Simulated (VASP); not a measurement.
Write the native input for VASP 6.6.1 that does the following.

- Task: single point
- Functional: PBEsol
- Potentials or basis: VASP PAW PBE potentials, release 64 (Al, N)
- Cutoff: 600 eV
- k mesh: 10 × 10 × 10
- Occupations: gaussian, width 0.02 eV
- Spin: no spin polarisation
- Dipole correction: no
- Further INCAR settings: ALGO = Normal; EDIFF = 1e-06; NBANDS = 11

The structure of AlN (e600) lies in POSCAR:

```
AlN
1.0
    0.0000000000      2.0022108024      2.0022108024
    2.0022108024      0.0000000000      2.0022108024
    2.0022108024      2.0022108024      0.0000000000
Al N
1 1
Direct
    0.5000000000      0.5000000000      0.5000000000
    0.0000000000      0.0000000000      0.0000000000
```

This cell differs from its parent crystal: volume scaled by 0.97.

The input as run:

INCAR

```
PREC = Accurate
ENCUT = 600
EDIFF = 1E-6
ISMEAR = 0
SIGMA = 0.02
LREAL = F
LASPH = T
NELM = 120
ALGO = Normal
ISIF = 2
LWAVE = F
LCHARG = F
GGA = PS
NBANDS = 11
GGA_COMPAT = F
```

KPOINTS

```
regular mesh
0
Gamma
  10 10 10
```

Potentials or basis: VASP PAW PBE potentials, release 64 (Al, N).

Command:

```bash
$ cat potpaw_PBE.64/Al/POTCAR potpaw_PBE.64/N/POTCAR > POTCAR
$ mpirun -np 1 vasp_std > vasp.out
```

It gave:

```json
{
 "Pressure": "8.3 GPa",
 "Band gap on the k mesh": "4.83 eV, indirect (least direct gap 6.09 eV)"
}
```

Caveat: the PAW data sets were made with another functional, which shifts forces and pressure a little.

It took 11 s on 1 thread of AMD EPYC 7R43 64-Core Processor (Zen 3), with other jobs on the host, peak memory 0.09 GiB.
